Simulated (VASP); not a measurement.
A run of VASP 6.6.1:

File INCAR:

```
ALGO = Normal
EDIFF = 1E-6
ENCUT = 500
GGA = PE
GGA_COMPAT = F
ISIF = 2
ISMEAR = 0
LASPH = T
LCHARG = F
LMAXMIX = 6
LREAL = F
LWAVE = F
NBANDS = 32
NELM = 200
PREC = Accurate
SIGMA = 0.1
```

KPOINTS

```
k-points
0
Gamma
  4 4 4
```

The input POSCAR:

```
Nd2ScCl2
1.0
    4.9797492700      0.0000000000      0.0000000000
    0.0000000000      4.9797492700      0.0000000000
    0.0000000000      0.0000000000      6.4402643500
Nd Sc Cl
2 1 2
Direct
    0.0000000000      0.5000000000      0.0000000000
    0.5000000000      0.0000000000      0.0000000000
    0.5000000000      0.5000000000      0.0000000000
    0.5000000000      0.5000000000      0.6724774500
    0.5000000000      0.5000000000      0.3275225500
```

Potentials or basis: VASP PAW PBE potentials, release 64 (Nd_3, Sc_sv, Cl), 4f in core.

Command:

```bash
$ cat potpaw_PBE.64/Nd_3/POTCAR potpaw_PBE.64/Sc_sv/POTCAR potpaw_PBE.64/Cl/POTCAR > POTCAR
$ mpirun -np 1 vasp_std > vasp.out
```

Hardware: 1 thread of Intel(R) Xeon(R) 6975P-C (Granite Rapids), on a shared host.

**Question.** How long does it take, and how much memory?

**Answer.** Run time: 50 s on 1 thread of Intel(R) Xeon(R) 6975P-C (Granite Rapids), with other jobs on the host, peak memory 0.28 GiB. Counts: scf iterations 18, k points 18.
